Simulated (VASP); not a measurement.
# InAs (F-43m) in VASP: relaxation of cell and atoms with PBEsol

Aim: the relaxation of cell and atoms of InAs with PBEsol.

Program: VASP 6.6.1. These are calculated values, not measurements. Logs are shortened: lines on timing, memory, paths and dates and some standing lists are left out, and cuts for length are marked.

**1. The cell of the first run**

The structure is cubic, space group F-43m (No. 216). Conventional cell: a = 5.802 Å, b = 5.802 Å, c = 5.802 Å, α = 90.00°, β = 90.00°, γ = 90.00°. Within 3.3 Å of In (site symmetry -43m) lie 4 As at 2.51 Å. As (site symmetry -43m) has 4 In at 2.51 Å within 3.3 Å.

**2. Relaxation of cell and atoms, PBEsol, non-collinear spin, zero start, spin-orbit coupling, target pressure 12.5 GPa, at which the enthalpy is minimised**

Contents of INCAR:

```
PREC = Accurate ; ENCUT = 500
EDIFF = 1E-7 ; ISMEAR = 0
SIGMA = 0.1 ; LREAL = False
LASPH = True ; NELM = 200
ALGO = Normal ; ISIF = 3
LWAVE = False ; LCHARG = False
MAGMOM = 0 0 0 0 0 0 ; LORBIT = 11
LSORBIT = True ; GGA_COMPAT = False
LORBMOM = True ; GGA = PS
IBRION = 2 ; NSW = 50
EDIFFG = -0.003 ; PSTRESS = 125.0
NELMIN = 4
```

Contents of KPOINTS:

```
Automatic mesh
0
Gamma
  12 12 12
```

Contents of POSCAR:

```
InAs
1.0
    0.0000000000      2.9011239674      2.9011239674
    2.9011239674      0.0000000000      2.9011239674
    2.9011239674      2.9011239674      0.0000000000
In As
1 1
Direct
    0.0000000000      0.0000000000      0.0000000000
    0.2500000000      0.2500000000      0.2500000000
```

Potentials or basis: VASP PAW PBE potentials, release 64 (In_d, As).

Run with:

```
$ cat potpaw_PBE.64/In_d/POTCAR potpaw_PBE.64/As/POTCAR > POTCAR
$ mpirun -np 1 vasp_ncl > vasp.out
```

OUTCAR:

```text
PREC = Accurate
   ENCUT = 500
   EDIFF = 1E-7
   ISMEAR = 0
   LREAL = False
   LASPH = True
   NELM = 200
   ISIF = 3
   LORBIT = 11
   LSORBIT = True
   GGA = PS
   IBRION = 2
   NSW = 50
   EDIFFG = -0.003
   PSTRESS = 125.0
   NELMIN = 4

 ion  position               nearest neighbor table
   1  0.000  0.000  0.000-   2 2.51   2 2.51   2 2.51   2 2.51
   2  0.250  0.250  0.250-   1 2.51   1 2.51   1 2.51   1 2.51

  LATTYP: Found a face centered cubic cell.
 ALAT       =     5.8022479348

  Lattice vectors:

 A1 = (   0.0000000000,   2.9011239674,   2.9011239674)
 A2 = (   2.9011239674,   0.0000000000,   2.9011239674)
 A3 = (   2.9011239674,   2.9011239674,   0.0000000000)

Analysis of symmetry for initial positions (statically):
=====================================================================
 Subroutine PRICEL returns:
 Original cell was already a primitive cell.

 Routine SETGRP: Setting up the symmetry group for a
 face centered cubic supercell.

 Subroutine GETGRP returns: Found 24 space group operations
 (whereof 24 operations were pure point group operations)
 out of a pool of 48 trial point group operations.

The static configuration has the point symmetry T_d .

Analysis of symmetry for dynamics (positions and initial velocities):
=====================================================================
 Subroutine PRICEL returns:
 Original cell was already a primitive cell.

 Routine SETGRP: Setting up the symmetry group for a
 face centered cubic supercell.

 Subroutine GETGRP returns: Found 24 space group operations
 (whereof 24 operations were pure point group operations)
 out of a pool of 48 trial point group operations.

The dynamic configuration has the point symmetry T_d .

Analysis of structural, dynamic, and magnetic symmetry:
=====================================================================
 Subroutine PRICEL returns:
 Original cell was already a primitive cell.

 Routine SETGRP: Setting up the symmetry group for a
 face centered cubic supercell.

 Subroutine GETGRP returns: Found 24 space group operations
 (whereof 24 operations were pure point group operations)
 out of a pool of 48 trial point group operations.

The overall configuration has the point symmetry T_d .

 Subroutine INISYM returns: Found 24 space group operations
 (whereof 24 operations are pure point group operations),
 and found     1 'primitive' translations

----------------------------------------------------------------------------------------

                                     Primitive cell

  volume of cell :      48.8347

  direct lattice vectors                    reciprocal lattice vectors
     0.000000000  2.901123967  2.901123967    -0.172346996  0.172346996  0.172346996
     2.901123967  0.000000000  2.901123967     0.172346996 -0.172346996  0.172346996
     2.901123967  2.901123967  0.000000000     0.172346996  0.172346996 -0.172346996

  length of vectors
     4.102808861  4.102808861  4.102808861     0.298513753  0.298513753  0.298513753

  position of ions in fractional coordinates (direct lattice)
     0.000000000  0.000000000  0.000000000
     0.250000000  0.250000000  0.250000000

  ion indices of the primitive-cell ions
   primitive index   ion index
                 1           1
                 2           2

----------------------------------------------------------------------------------------

 KPOINTS: Automatic mesh

Automatic generation of k-mesh.
 Grid dimensions read from file:
 generate k-points for:   12   12   12

 Generating k-lattice:

  Cartesian coordinates                     Fractional coordinates (reciprocal lattice)
    -0.014362250  0.014362250  0.014362250     0.083333333  0.000000000  0.000000000
[... 105 lines left out ...]

 Free energy of the ion-electron system (eV)
  ---------------------------------------------------
  ext. energy  EPLUGINS =         0.00000000
  ---------------------------------------------------
  free energy    TOTEN  =        -8.30317807 eV

  energy without entropy =       -8.30315316  energy(sigma->0) =       -8.30316562

------------------------ aborting loop because EDIFF is reached ----------------------------------------

  FORCE on cell =-STRESS in cart. coord.  units (eV):
  Direction    XX          YY          ZZ          XY          YZ          ZX
  --------------------------------------------------------------------------------------
  -------------------------------------------------------------------------------------
  Total        3.4596861      3.4596861      3.4596861      0.0000000     -0.0000000      0.0000000
  in kB      113.5058954    113.5058954    113.5058954      0.0000000     -0.0000000      0.0000000
  external PRESSURE =     -11.4941046 kB  Pullay stress =     125.0000000 kB
[... 73 lines left out ...]
 number of electron      18.0000007 magnetization      -0.0000000      0.0000000      0.0000000

 number of electron      18.0000007 magnetization      -0.0000000     -0.0000000      0.0000000

 Free energy of the ion-electron system (eV)
  ---------------------------------------------------
  ext. energy  EPLUGINS =         0.00000000
  ---------------------------------------------------
  free energy    TOTEN  =        -8.26450494 eV

  energy without entropy =       -8.26449254  energy(sigma->0) =       -8.26449874

 E-fermi :   6.1241     XC(G=0):  -9.8846

 val. band max:        5.9716249093   @ k =   0.0000   0.0000   0.0000
 cond. band min:       6.2554531840   @ k =   0.0000   0.0000   0.0000
 fundamental gap:      0.2838282747
 Fermi energy:         6.1241198709

 k-point     1 :       0.0000    0.0000    0.0000
  band No.  band energies     occupation
      1      -9.2711      1.00000
      2      -9.2711      1.00000
      3      -9.2711      1.00000
      4      -9.2711      1.00000
      5      -8.5159      1.00000
      6      -8.5159      1.00000
[... 685 lines left out ...]
     25      12.9948      0.00000
     26      13.0278      0.00000

 [... further k-points ...]

------------------------ aborting loop because EDIFF is reached ----------------------------------------

  FORCE on cell =-STRESS in cart. coord.  units (eV):
  Direction    XX          YY          ZZ          XY          YZ          ZX
  --------------------------------------------------------------------------------------
  -------------------------------------------------------------------------------------
  Total        3.7690586      3.7690586      3.7690586      0.0000000      0.0000000      0.0000000
  in kB      124.9866317    124.9866317    124.9866317      0.0000000      0.0000000      0.0000000
  external PRESSURE =      -0.0133683 kB  Pullay stress =     125.0000000 kB
[... 21 lines left out ...]
  energy  without entropy=       -8.2644925440  energy(sigma->0) =       -8.26449874

  enthalpy is  TOTEN    =        -4.4950432190 eV   P V=        3.7694617214

 reached required accuracy - stopping structural energy minimisation

 orbital moment (x)

 # of ion     p       d       tot
 ----------------------------------------
  1        -0.000   0.000   0.000
  2         0.000   0.000   0.000
 ----------------------------------------
            0.000   0.000   0.000

 orbital moment (y)

 # of ion     p       d       tot
 ----------------------------------------
  1        -0.000  -0.000  -0.000
  2        -0.000  -0.000  -0.000
 ----------------------------------------
           -0.000  -0.000  -0.000

 orbital moment (z)

 # of ion     p       d       tot
 ----------------------------------------
  1         0.000   0.000   0.000
  2        -0.000   0.000  -0.000
 ----------------------------------------
           -0.000   0.000  -0.000

 Spin-Orbit-Coupling matrix elements

 Ion:    1  E_soc:     -0.0775817
 l=   1
     0.0000000    -0.0063645    -0.0063645
    -0.0063645     0.0000000    -0.0063645
    -0.0063645    -0.0063645     0.0000000
 l=   2
     0.0000000    -0.0013394     0.0000000    -0.0013394    -0.0052263
    -0.0013394     0.0000000    -0.0039198    -0.0013394    -0.0013066
     0.0000000    -0.0039198     0.0000000    -0.0039198     0.0000000
    -0.0013394    -0.0013394    -0.0039198     0.0000000    -0.0013066
    -0.0052263    -0.0013066     0.0000000    -0.0013066     0.0000000
 l=   3
     0.0000000     0.0000000     0.0000000     0.0000000     0.0000000     0.0000000     0.0000000
     0.0000000     0.0000000     0.0000000     0.0000000     0.0000000     0.0000000     0.0000000
     0.0000000     0.0000000     0.0000000     0.0000000     0.0000000     0.0000000     0.0000000
     0.0000000     0.0000000     0.0000000     0.0000000     0.0000000     0.0000000     0.0000000
     0.0000000     0.0000000     0.0000000     0.0000000     0.0000000     0.0000000     0.0000000
     0.0000000     0.0000000     0.0000000     0.0000000     0.0000000     0.0000000     0.0000000
     0.0000000     0.0000000     0.0000000     0.0000000     0.0000000     0.0000000     0.0000000

 Ion:    2  E_soc:     -0.0253350
 l=   1
     0.0000000    -0.0042200    -0.0042200
    -0.0042200     0.0000000    -0.0042200
    -0.0042200    -0.0042200     0.0000000
 l=   2
     0.0000000    -0.0000007     0.0000000    -0.0000007    -0.0000018
    -0.0000007     0.0000000    -0.0000014    -0.0000007    -0.0000005
     0.0000000    -0.0000014     0.0000000    -0.0000014     0.0000000
    -0.0000007    -0.0000007    -0.0000014     0.0000000    -0.0000005
    -0.0000018    -0.0000005     0.0000000    -0.0000005     0.0000000
 l=   3
     0.0000000     0.0000000     0.0000000     0.0000000     0.0000000     0.0000000     0.0000000
     0.0000000     0.0000000     0.0000000     0.0000000     0.0000000     0.0000000     0.0000000
     0.0000000     0.0000000     0.0000000     0.0000000     0.0000000     0.0000000     0.0000000
     0.0000000     0.0000000     0.0000000     0.0000000     0.0000000     0.0000000     0.0000000
     0.0000000     0.0000000     0.0000000     0.0000000     0.0000000     0.0000000     0.0000000
     0.0000000     0.0000000     0.0000000     0.0000000     0.0000000     0.0000000     0.0000000
     0.0000000     0.0000000     0.0000000     0.0000000     0.0000000     0.0000000     0.0000000

 total charge

# of ion       s       p       d       tot
------------------------------------------
    1        0.858   0.885   9.912  11.656
    2        1.213   1.664   0.032   2.909
--------------------------------------------------
tot          2.072   2.550   9.944  14.565

 magnetization (x)

# of ion       s       p       d       tot
------------------------------------------
    1        0.000  -0.000   0.000  -0.000
    2       -0.000  -0.000   0.000  -0.000
--------------------------------------------------
tot         -0.000  -0.000   0.000  -0.000

 magnetization (y)

# of ion       s       p       d       tot
------------------------------------------
    1        0.000   0.000   0.000   0.000
    2        0.000   0.000  -0.000  -0.000
--------------------------------------------------
tot          0.000   0.000   0.000   0.000

 magnetization (z)

# of ion       s       p       d       tot
------------------------------------------
    1        0.000  -0.000   0.000   0.000
    2        0.000   0.000  -0.000   0.000
--------------------------------------------------
tot          0.000   0.000   0.000   0.000
```

Run time: 14 min. Hardware: 1 thread of AMD EPYC 9755, shared host; peak memory 0.38 GiB.

What came out:

| Item | Value |
| --- | --- |
| Free energy | -8.2645 eV |
| Relaxed volume | 24.16 Å³/atom |
| Relaxed cell | a = 4.088 Å, b = 4.088 Å, c = 4.088 Å, α = 60.00°, β = 60.00°, γ = 60.00° |
| Space group after relaxing (to 0.1 Å) | F-43m (No. 216) |
| Energy change on relaxing (the run minimises the enthalpy) | +19.3 meV/atom |
| Ionic steps | 3 |
| Pressure after relaxing | 12.5 GPa |
| Net moment | 0.00 μB per cell |
| Valence electrons inside the program's atomic spheres | In 11.66; As 2.91 |

The path:
| step | energy change (eV) | largest force (eV/Å) | pressure (GPa) | volume (Å³) |
| --- | --- | --- | --- | --- |
| 1 | 0.0000 | 0.0000 | 11.35 | 48.83 |
| 2 | 0.0975 | 0.0000 | 14.16 | 47.61 |
| 3 | 0.0387 | 0.0000 | 12.50 | 48.31 |

Final structure:
```
In As
1.0
     0.00000    2.89079    2.89079
     2.89079    0.00000    2.89079
     2.89079    2.89079    0.00000
In As
1 1
Direct
  0.00000 0.00000 0.00000
  0.25000 0.25000 0.25000
```

Moments on the atoms (μB; x, y, z):
```
In  0.00 0.00 0.00
As  0.00 0.00 0.00
```

Caveat: the cell is relaxed towards a set pressure, so the run minimises the enthalpy, not the energy; the PAW data sets were made with another functional, which shifts forces and pressure a little.
